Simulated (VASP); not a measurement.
Write the native input for VASP 6.6.1 that does the following.

```yaml
Task: relaxation of the atoms
Functional: PBEsol
Potentials_or_basis: VASP PAW PBE potentials, release 64 (Mg, O)
Cutoff: 520 eV
k_mesh: 9 × 9 × 1
Occupations: gaussian, width 0.05 eV
Spin: no spin polarisation
Dipole_correction: yes
Atoms_held_fixed_from_0: "[0, 3]"
Further_INCAR_settings: ALGO = Normal; EDIFF = 1e-07; IBRION = 2; EDIFFG = -0.03; NSW = 70
```

The structure of MgO lies in POSCAR:

```
MgO
1.0
    2.9804137519      0.0000000000      0.0000000000
    0.0000000000      2.9804137519      0.0000000000
    0.0000000000      0.0000000000     18.2149415494
Mg O
3 3
Selective dynamics
Direct
    0.5000000000      0.5000000000      0.3842998881  F F F
    0.0000000000      0.0000000000      0.5000000000  T T T
    0.5000000000      0.5000000000      0.6157001119  T T T
    0.0000000000      0.0000000000      0.3842998881  F F F
    0.5000000000      0.5000000000      0.5000000000  T T T
    0.0000000000      0.0000000000      0.6157001119  T T T
```

The input as run:

INCAR

```
SYSTEM = MgO
  PREC = Accurate
  ENCUT = 520
  EDIFF = 1E-7
  ISMEAR = 0
  SIGMA = 0.05
  LREAL = .False.
  LASPH = .True.
  NELM = 100
  ALGO = Normal
  ISIF = 2
  LWAVE = .False.
  LCHARG = .False.
  LDIPOL = .True.
  IDIPOL = 3
  DIPOL = 0.5 0.5 0.500
  GGA = PS
  IBRION = 2
  NSW = 70
  EDIFFG = -0.03
```

KPOINTS

```
Automatic mesh
0
Gamma
  9 9 1
  0 0 0
```

Potentials or basis: VASP PAW PBE potentials, release 64 (Mg, O).

Command:

```console
$ cat potpaw_PBE.64/Mg/POTCAR potpaw_PBE.64/O/POTCAR > POTCAR
$ mpirun -np 1 vasp_std > vasp.out
```

Results of the run:

| Item | Value |
| --- | --- |
| Energy gained by relaxing | 1.8 meV/atom |
| Ionic steps | 4 |
| Band gap on the k mesh | 3.35 eV |

Wall time 5.5 min on 1 thread of Intel(R) Xeon(R) Platinum 8259CL CPU @ 2.50GHz (Skylake/Cascade Lake) (shared host), peak memory 0.27 GiB.
